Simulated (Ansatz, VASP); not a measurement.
One calculation of WS2, two programs

File INCAR:

```
SYSTEM = WS2
PREC = Accurate
ENCUT = 520
EDIFF = 1E-7
ISMEAR = 0
SIGMA = 0.05
LREAL = .FALSE.
LASPH = .TRUE.
NELM = 100
ALGO = Normal
ISIF = 2
LWAVE = .FALSE.
LCHARG = .FALSE.
GGA = PE
IVDW = 12
NBANDS = 35
```

KPOINTS

```
Automatic mesh
0
G
  10 10 3
  0 0 0
```

Contents of POSCAR:

```
WS2
1.0
   -3.1542061832      0.0000000000      0.0000000000
   -1.5771030916     -2.7316226834      0.0000000000
    0.0000000000      0.0000000000     15.1399091344
W S
2 4
Direct
    0.3333333333      0.3333333333      0.2004620541
    0.6666666667      0.6666666667      0.6013861622
    0.3333333333      0.3333333333      0.4973763619
    0.6666666667      0.6666666667      0.0964522537
    0.3333333333      0.3333333333      0.7053959626
    0.6666666667      0.6666666667      0.3044718544
```

Input for Ansatz:

```yaml
crystal:
  lattice:
    - [-3.1542061832, 0.0, 0.0]
    - [-1.5771030916, -2.7316226834, 0.0]
    - [0.0, 0.0, 15.1399091344]
  atoms:
    - { symbol: W, position: [0.3333333333, 0.3333333333, 0.2004620541] }
    - { symbol: W, position: [0.6666666667, 0.6666666667, 0.6013861622] }
    - { symbol: S, position: [0.3333333333, 0.3333333333, 0.4973763619] }
    - { symbol: S, position: [0.6666666667, 0.6666666667, 0.0964522537] }
    - { symbol: S, position: [0.3333333333, 0.3333333333, 0.7053959626] }
    - { symbol: S, position: [0.6666666667, 0.6666666667, 0.3044718544] }
basis:
  ecutwfc: 420
kpoints:
  mp_grid: { grid: [10, 10, 3] }
hamiltonian:
  xc: pbe
  dispersion: d3bj
scf:
  occupations: { method: gaussian, width: 0.05 }
output:
  forces: true
  stress: true
  eigenvalues: true
```

Alike in both runs: task single point; functional PBE; dispersion D3(BJ); k mesh 10 × 10 × 3; occupations gaussian, width 0.05 eV; no spin polarisation.

|  | VASP | Ansatz |
| --- | --- | --- |
| version | VASP 6.6.1 | Ansatz 0.2.0 |
| potentials or method | VASP PAW PBE potentials, release 64 (W_sv, S), cutoff 520 eV | scalar-relativistic, plane waves, PAW |
| valence electrons in the cell | 52 | 52 |

|  | VASP | Ansatz | Ansatz less VASP |
| --- | --- | --- | --- |
| gap on the k mesh at the Fermi level (eV) | 1.42 | 1.41 | -0.015 |
| least direct gap on the mesh (eV) | 2.22 | 2.21 | -0.003 |
| pressure (GPa) | 0.1 | 0.1 | +0.03 |
| traceless stress, the component that is largest in VASP (GPa) | -0.17 | -0.16 | +0.006 |
| rms of the force components (eV/Å) | 0.025 | 0.024 | -0.0013 |

Atom by atom the forces differ by 0.002 eV/Å (rms over components).

Spin-orbit coupling is off throughout.
